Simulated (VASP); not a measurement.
# CuO (Cccm) in VASP: settings compared

CuO is run at these levels: LDA, PBEsol, RPBE, PBE; tasks: relaxation of cell and atoms, single point.

Program: VASP 6.6.1. These are calculated values, not measurements. Logs are shortened: lines on timing, memory, paths and dates and some standing lists are left out, and cuts for length are marked.

## (1) The cell of the first run

The structure is orthorhombic, space group Cccm (No. 66). Conventional cell: a = 3.982 Å, b = 4.307 Å, c = 5.156 Å, α = 90.00°, β = 90.00°, γ = 90.00°. Cu (site symmetry 2/m) has 4 O at 1.95 Å within 2.6 Å. Within 2.6 Å of O (site symmetry 222) lie 4 Cu at 1.95 Å and 2 O at 2.58 Å.

## (2) Relaxation of cell and atoms, LDA

File INCAR:

```
SYSTEM = CuO
PREC     = Accurate       ! precision mode
ENCUT    = 600            ! plane-wave cutoff, eV
EDIFF    = 1E-6           ! SCF threshold, eV
ISMEAR   = -1             ! smearing method
SIGMA    = 0.05           ! smearing width, eV
LREAL    = .False.        ! projectors in reciprocal space
LASPH    = .True.         ! aspherical terms in the spheres
NELM     = 60             ! most SCF steps
ALGO     = Normal         ! electronic algorithm
ISIF     = 3              ! what is computed and relaxed
LWAVE    = .False.        ! write WAVECAR
LCHARG   = .False.        ! write CHGCAR
IBRION   = 2              ! ionic algorithm
NSW      = 60             ! ionic steps
EDIFFG   = -0.01          ! ionic threshold
```

File KPOINTS:

```
regular mesh
0
Gamma
  9 9 5
  0 0 0
```

File POSCAR:

```
CuO
1.0
    1.9909680000     -2.1535500000      0.0000000000
    1.9909680000      2.1535500000      0.0000000000
    0.0000000000      0.0000000000      5.1559280000
Cu O
2 2
Direct
    0.5000000000      0.0000000000      0.0000000000
    0.0000000000      0.5000000000      0.5000000000
    0.5000000000      0.5000000000      0.2500000000
    0.5000000000      0.5000000000      0.7500000000
```

Potentials or basis: VASP PAW LDA potentials, release 64 (Cu, O).

On the command line:

```bash
$ cat potpaw_LDA.64/Cu/POTCAR potpaw_LDA.64/O/POTCAR > POTCAR
$ mpirun -np 1 vasp_std > vasp.out
```

OUTCAR:

```text
SYSTEM = CuO
   PREC = Accurate
   ENCUT = 600
   EDIFF = 1E-6
   ISMEAR = -1
   LREAL = .False.
   LASPH = .True.
   NELM = 60
   ISIF = 3
   IBRION = 2
   NSW = 60
   EDIFFG = -0.01

 ion  position               nearest neighbor table
   1  0.500  0.000  0.000-   3 1.95   4 1.95   3 1.95   4 1.95
   2  0.000  0.500  0.500-   3 1.95   4 1.95   3 1.95   4 1.95
   3  0.500  0.500  0.250-   1 1.95   2 1.95   1 1.95   2 1.95
   4  0.500  0.500  0.750-   1 1.95   2 1.95   1 1.95   2 1.95

  LATTYP: Found a base centered orthorhombic cell.
 ALAT       =     3.9819360000
 B/A-ratio  =     1.0816597755
 C/A-ratio  =     1.2948294498

  Lattice vectors:

 A1 = (   1.9909680000,  -2.1535500000,   0.0000000000)
 A2 = (   1.9909680000,   2.1535500000,   0.0000000000)
 A3 = (   0.0000000000,   0.0000000000,   5.1559280000)

Analysis of symmetry for initial positions (statically):
=====================================================================
 Subroutine PRICEL returns:
 Original cell was already a primitive cell.

 Routine SETGRP: Setting up the symmetry group for a
 base centered orthorhombic supercell.

 Subroutine GETGRP returns: Found  8 space group operations
 (whereof  4 operations were pure point group operations)
 out of a pool of  8 trial point group operations.

The static configuration has the point symmetry C_2h.
 The point group associated with its full space group is D_2h.

Analysis of symmetry for dynamics (positions and initial velocities):
=====================================================================
 Subroutine PRICEL returns:
 Original cell was already a primitive cell.

 Routine SETGRP: Setting up the symmetry group for a
 base centered orthorhombic supercell.

 Subroutine GETGRP returns: Found  8 space group operations
 (whereof  4 operations were pure point group operations)
 out of a pool of  8 trial point group operations.

The dynamic configuration has the point symmetry C_2h.
 The point group associated with its full space group is D_2h.

 Subroutine INISYM returns: Found  8 space group operations
 (whereof  4 operations are pure point group operations),
 and found     1 'primitive' translations

----------------------------------------------------------------------------------------

                                     Primitive cell

  volume of cell :      44.2136

  direct lattice vectors                    reciprocal lattice vectors
     1.990968000 -2.153550000  0.000000000     0.251134122 -0.232174781  0.000000000
     1.990968000  2.153550000  0.000000000     0.251134122  0.232174781  0.000000000
     0.000000000  0.000000000  5.155928000     0.000000000  0.000000000  0.193951506

  length of vectors
     2.932870809  2.932870809  5.155928000     0.342013854  0.342013854  0.193951506

  position of ions in fractional coordinates (direct lattice)
     0.500000000  0.000000000  0.000000000
     0.000000000  0.500000000  0.500000000
     0.500000000  0.500000000  0.250000000
     0.500000000  0.500000000  0.750000000

  ion indices of the primitive-cell ions
   primitive index   ion index
                 1           1
                 2           2
                 3           3
                 4           4

----------------------------------------------------------------------------------------

 KPOINTS: regular mesh

Automatic generation of k-mesh.
 Grid dimensions read from file:
 generate k-points for:    9    9    5

 Generating k-lattice:

  Cartesian coordinates                     Fractional coordinates (reciprocal lattice)
     0.027903791 -0.025797198  0.000000000     0.111111111  0.000000000  0.000000000
     0.027903791  0.025797198  0.000000000     0.000000000  0.111111111  0.000000000
     0.000000000  0.000000000  0.038790301     0.000000000  0.000000000  0.200000000

  Length of vectors
     0.038001539  0.038001539  0.038790301

  Shift w.r.t. Gamma in fractional coordinates (k-lattice)
     0.000000000  0.000000000  0.000000000

 Subroutine IBZKPT returns following result:
 ===========================================

 Found     75 irreducible k-points:

 Following reciprocal coordinates:
            Coordinates               Weight
  0.000000  0.000000  0.000000      1.000000
  0.111111  0.000000  0.000000      4.000000
  0.222222  0.000000  0.000000      4.000000
  0.333333  0.000000  0.000000      4.000000
  0.444444  0.000000  0.000000      4.000000
  0.111111  0.111111  0.000000      2.000000
[... 16 lines left out ...]
 -0.333333  0.333333  0.000000      2.000000
  0.444444  0.444444  0.000000      2.000000
 [... further k-points ...]
   k-points           NKPTS =     75   k-points in BZ     NKDIM =     75   number of bands    NBANDS=     21
   number of dos      NEDOS =    301   number of ions     NIONS =      4
   total plane-waves  NPLWV =  24192
   dimension x,y,z NGX =    24 NGY =   24 NGZ =   42
   dimension x,y,z NGXF=    48 NGYF=   48 NGZF=   84
   ions per type =               2   2
   NGX,Y,Z   is equivalent  to a cutoff of  13.60, 13.60, 13.54 a.u.
   NGXF,Y,Z  is equivalent  to a cutoff of  27.21, 27.21, 27.08 a.u.
 SYSTEM =  CuO
   PREC   = accura    normal or accurate (medium, high low for compatibility)
   ISTART =      0    job   : 0-new  1-cont  2-samecut
   ICHARG =      2    charge: 1-file 2-atom 10-const
   ISPIN  =      1    spin polarized calculation?
   LNONCOLLINEAR =      F non collinear calculations
   LSORBIT =      F    spin-orbit coupling
   LASPH  =      T    aspherical Exc in radial PAW
   ENCUT  =  600.0 eV  44.10 Ry    6.64 a.u.   5.86  5.86 10.30*2*pi/ulx,y,z
   NELM   =     60;   NELMIN=  2; NELMDL= -5     # of ELM steps
   EDIFF  = 0.1E-05   stopping-criterion for ELM
   LREAL  =      F    real-space projection
   EDIFFG = -.1E-01   stopping-criterion for IOM
   NSW    =     60    number of steps for IOM
   IBRION =      2    ionic relax: 0-MD 1-quasi-New 2-CG
   NFREE  =      1    steps in history (QN), initial steepest desc. (CG)
   ISIF   =      3    stress and relaxation
   ISYM   =      2    0-nonsym 1-usesym 2-fastsym
   POTIM  = 0.5000    time-step for ionic-motion
   TEBEG  =    0.0;   TEEND  =   0.0 temperature during run
   PSTRESS=    0.0 pullay stress
   NELECT =      34.0000    total number of electrons
   NUPDOWN=      -1.0000    fix difference up-down
   EMIN   =  10.00;   EMAX   =-10.00  energy-range for DOS
   EFERMI =   0.00;   METHOD = LEGACY
   ISMEAR =    -1;   SIGMA  =   0.05  broadening in eV -4-tet -1-fermi 0-gaus
   EFERMI_NEDOS =   21; number of points for ismear=-14 and -15
   IALGO  =     38    algorithm
   IMIX   =      4    mixing-type and parameters
     AMIX     =   0.40;   BMIX     =  1.00
     AMIX_MAG =   1.60;   BMIX_MAG =  1.00
  volume/ion in A,a.u.               =      11.05        74.59
  Fermi-wavevector in a.u.,A,eV,Ry     =   1.499854  2.834314 30.607167  2.249563
  Thomas-Fermi vector in A             =   2.611430
   LORBIT       =      0    0 simple, 1 ext, 2 COOP (PROOUT), +10 PAW based schemes
   GGA     = CA    functional components
   LHFCALC =     F    Hartree Fock is set to
   AEXX    =    0.0000 exact exchange contribution
   IVDW    =     0    specifies the selected vdW correction
   LEPSILON=     F    determine dielectric tensor
   LRPA    =     F    only Hartree local field effects (RPA)
 conjugate gradient relaxation of ions
 non-spin polarized calculation
  energy-cutoff  :      600.00
  volume of cell :       44.21
 maximum number of plane-waves:      1492
   NGX = 11   NGY = 11   NGZ = 21

--------------------------------------- Ionic step        1  -------------------------------------------

 number of electron      33.9999990 magnetization

 Free energy of the ion-electron system (eV)
  ---------------------------------------------------
  ext. energy  EPLUGINS =         0.00000000
  ---------------------------------------------------
  free energy    TOTEN  =       -23.22239125 eV

  energy without entropy =      -23.20305433  energy(sigma->0) =      -23.21272279

------------------------ aborting loop because EDIFF is reached ----------------------------------------

  FORCE on cell =-STRESS in cart. coord.  units (eV):
  Direction    XX          YY          ZZ          XY          YZ          ZX
  --------------------------------------------------------------------------------------
  -------------------------------------------------------------------------------------
  Total       -2.5479014     -3.1344308     -3.8821039     -0.0000000      0.0000000      0.0000000
  in kB      -92.3287856   -113.5829606   -140.6765345     -0.0000000      0.0000000      0.0000000
  external PRESSURE =    -115.5294269 kB  Pullay stress =       0.0000000 kB
[... 95 lines left out ...]
  FREE ENERGIE OF THE ION-ELECTRON SYSTEM (eV)
  ---------------------------------------------------
  free  energy   TOTEN  =       -23.3372207842 eV

  energy  without entropy=      -23.3185211580  energy(sigma->0) =      -23.32787097

[... ionic steps 4 to 19 ...]

--------------------------------------- Ionic step       20  -------------------------------------------

 number of electron      33.9999988 magnetization

------------------------ aborting loop because EDIFF is reached ----------------------------------------

  FORCE on cell =-STRESS in cart. coord.  units (eV):
  Direction    XX          YY          ZZ          XY          YZ          ZX
  --------------------------------------------------------------------------------------
  -------------------------------------------------------------------------------------
  Total       -0.0612257     -0.0486950      0.0062451      0.0000000      0.0000000      0.0000000
  in kB       -2.3770315     -1.8905395      0.2424611      0.0000000      0.0000000      0.0000000
  external PRESSURE =      -1.3417033 kB  Pullay stress =       0.0000000 kB
[... 61 lines left out ...]
  energy  without entropy=      -23.3257467657  energy(sigma->0) =      -23.33506831

--------------------------------------- Ionic step       22  -------------------------------------------

 number of electron      33.9999989 magnetization

 Free energy of the ion-electron system (eV)
  ---------------------------------------------------
  ext. energy  EPLUGINS =         0.00000000
  ---------------------------------------------------
  free energy    TOTEN  =       -23.34439199 eV

  energy without entropy =      -23.32574057  energy(sigma->0) =      -23.33506628

 E-fermi :   5.4752     XC(G=0): -12.2472

 val. band max:        5.4437884272   @ k =  -0.4444   0.4444   0.4000
 cond. band min:       5.5287962317   @ k =  -0.2222   0.1111   0.0000
 fundamental gap:      0.0850078044
 Fermi energy:         5.4752383410

 k-point     1 :       0.0000    0.0000    0.0000
  band No.  band energies     occupation
      1     -14.6490      2.00000
      2     -13.1005      2.00000
      3      -3.3832      2.00000
      4      -0.4735      2.00000
      5      -0.4597      2.00000
      6       1.3190      2.00000
[... 550 lines left out ...]
      5      -0.8776      2.00000
      6      -0.3447      2.00000
[... 13 lines left out ...]
     20      12.1624      0.00000
     21      15.7368      0.00000

 [... further k-points ...]

------------------------ aborting loop because EDIFF is reached ----------------------------------------

  FORCE on cell =-STRESS in cart. coord.  units (eV):
  Direction    XX          YY          ZZ          XY          YZ          ZX
  --------------------------------------------------------------------------------------
  -------------------------------------------------------------------------------------
  Total       -0.0216401     -0.0045804     -0.0122493     -0.0000000      0.0000000      0.0000000
  in kB       -0.8404910     -0.1779003     -0.4757558     -0.0000000      0.0000000      0.0000000
  external PRESSURE =      -0.4980490 kB  Pullay stress =       0.0000000 kB
[... 19 lines left out ...]
  FREE ENERGIE OF THE ION-ELECTRON SYSTEM (eV)
  ---------------------------------------------------
  free  energy   TOTEN  =       -23.3443919883 eV

  energy  without entropy=      -23.3257405680  energy(sigma->0) =      -23.33506628

 reached required accuracy - stopping structural energy minimisation
```

Run time: 11 min. Hardware: 1 thread of Intel Xeon Platinum 8259CL at 2.50GHz (Skylake/Cascade Lake), shared host; peak memory 0.2 GiB.

What came out:

* Free energy: -23.3444 eV
* Relaxed volume: 10.31 Å³/atom
* Relaxed cell: a = 2.857 Å, b = 2.857 Å, c = 5.053 Å, α = 90.00°, β = 90.00°, γ = 89.63°
* Space group after relaxing (to 0.05 Å): P4_2/mmc (No. 131)
* Energy gained by relaxing: 30.5 meV/atom
* Ionic steps: 22
* Pressure after relaxing: 0.0 GPa
* Band gap on the k mesh: zero (band 17 reaches 6.20 eV, above the bottom of band 18 at 5.19 eV)

Step by step:
| step | energy change (eV) | largest force (eV/Å) | pressure (GPa) | volume (Å³) |
| --- | --- | --- | --- | --- |
| 1 | 0.0000 | 0.0000 | -11.55 | 44.21 |
| 2 | -0.0456 | 0.0000 | 11.11 | 39.30 |
| 3 | -0.1148 | 0.0000 | -0.29 | 41.33 |
| 4 | -0.1148 | 0.0000 | 0.10 | 41.27 |
| 5 | -0.1168 | 0.0000 | 0.28 | 41.20 |
| 6 | -0.1181 | 0.0000 | 0.39 | 41.12 |
| 7 | -0.1171 | 0.0000 | 0.36 | 40.94 |
| 8 | -0.1182 | 0.0000 | 0.12 | 41.07 |
| 9 | -0.1182 | 0.0000 | 0.33 | 41.06 |
| 10 | -0.1186 | 0.0000 | -0.42 | 41.20 |
| 11 | -0.1186 | 0.0000 | -0.29 | 41.20 |
| 12 | -0.1190 | 0.0000 | -0.32 | 41.20 |
| 13 | -0.1199 | 0.0000 | -0.08 | 41.20 |
| 14 | -0.1206 | 0.0000 | 0.40 | 41.18 |
| 15 | -0.1209 | 0.0000 | 0.34 | 41.22 |
| 16 | -0.1213 | 0.0000 | -0.41 | 41.35 |
| 17 | -0.1215 | 0.0000 | -0.31 | 41.33 |
| 18 | -0.1219 | 0.0000 | 0.18 | 41.25 |
| 19 | -0.1220 | 0.0000 | -0.15 | 41.29 |
| 20 | -0.1220 | 0.0000 | -0.13 | 41.27 |
| 21 | -0.1220 | 0.0000 | -0.14 | 41.26 |
| 22 | -0.1220 | 0.0000 | -0.05 | 41.25 |

Final structure:
```
Cu O
1.0
     2.02687   -2.01394    0.00000
     2.02687    2.01394    0.00000
     0.00000    0.00000    5.05284
Cu O
2 2
Direct
  0.50000 0.00000 0.00000
  0.00000 0.50000 0.50000
  0.50000 0.50000 0.25000
  0.50000 0.50000 0.75000
```

Levels at points of the mesh, in eV from the Fermi level:
```
           k point  band 15  band 16  band 17  band 18  band 19  band 20
(0.00, 0.00, 0.00)    -2.49    -2.08     0.73     0.74     1.66     6.16
```

Caveat: semilocal functionals often make such compounds metallic where correlation or magnetic order opens a gap, which also shifts bond lengths.

[end of part 1 of 3]
